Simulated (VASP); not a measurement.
Runs of VASP 6.6.1 on SrMo3. The structure is that of space group Pm-3m (No. 221), or close to it. The cells are those of the table. 

```csv
task,cell,k mesh,cutoff (eV),gap on the mesh (eV),pressure (GPa),relaxed volume (Å³/atom)
relaxation of cell and atoms,"relaxed from a = 4.280 Å, 4 atoms",12 × 12 × 12,600,none,0.0,19.66
single point,"a = 4.280 Å, 4 atoms",4 × 4 × 4,520,none,0.4,-
relaxation of cell and atoms,"relaxed from a = 4.218 Å, 4 atoms",4 × 4 × 4,600,none,-0.1,(a)
single point,"a = 4.218 Å, 4 atoms",4 × 4 × 4,520,none,6.2,-
single point,"a = 4.280 Å, 4 atoms",12 × 12 × 12,520,none,0.4,-
```

Alike in all rows: level PBE; potentials or basis VASP PAW PBE potentials, release 64 (Sr_sv, Mo_sv); no spin polarisation; smearing gaussian 0.1 eV.

Q: Fill in the values left out.

A: (a) 19.68.

Caveats: some runs use coarse meshes.

A k mesh can miss the band edges, and the runs leave out spin-orbit coupling on Mo, Sr.

A gap of «none» marks levels without a gap at the run's occupations.
